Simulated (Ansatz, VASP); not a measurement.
# Two plane-wave programs on Y

```
Y
1.0
     3.64740    0.00000    0.00000
    -1.82370    3.15874    0.00000
     0.00000    0.00000    5.73060
Y
2
Direct
  0.66667 0.33333 0.75000
  0.33333 0.66667 0.25000
```

Alike in both runs: task relaxation of cell and atoms; functional PBEsol-based global hybrid with a share of 0.25 of exact exchange; k mesh 4 × 4 × 3; occupations methfessel-paxton of order 1, width 0.2 eV; no spin polarisation.

|  | VASP | Ansatz |
| --- | --- | --- |
| version | VASP 6.6.1 | Ansatz 0.2.0 |
| potentials or method | VASP PAW PBE potentials, release 64 (Y_sv) | Ansatz PAW |
| plane-wave cutoff (eV) | 600 | 420 |
| valence electrons in the cell | 22 | 22 |

```tsv
	VASP	Ansatz	Ansatz less VASP
gap on the k mesh at the Fermi level, each at its own relaxed structure (eV)	none	none	-
relaxed volume (Å³/atom)	33.03	33.23	+0.198
relaxed length of the cell vector where the two differ most in proportion (Å)	5.787	5.801	+0.0146
```

VASP's potentials were made for PBE, not for PBEsol-based global hybrid. A gap of «none» marks a metal or a gap that the smearing closes.

The k mesh is coarse, so the values compare programs but aren't converged. Noted on Ansatz's run: the plane-wave basis is chosen anew once the cell has moved, so the energies of steps on either side of that aren't comparable.
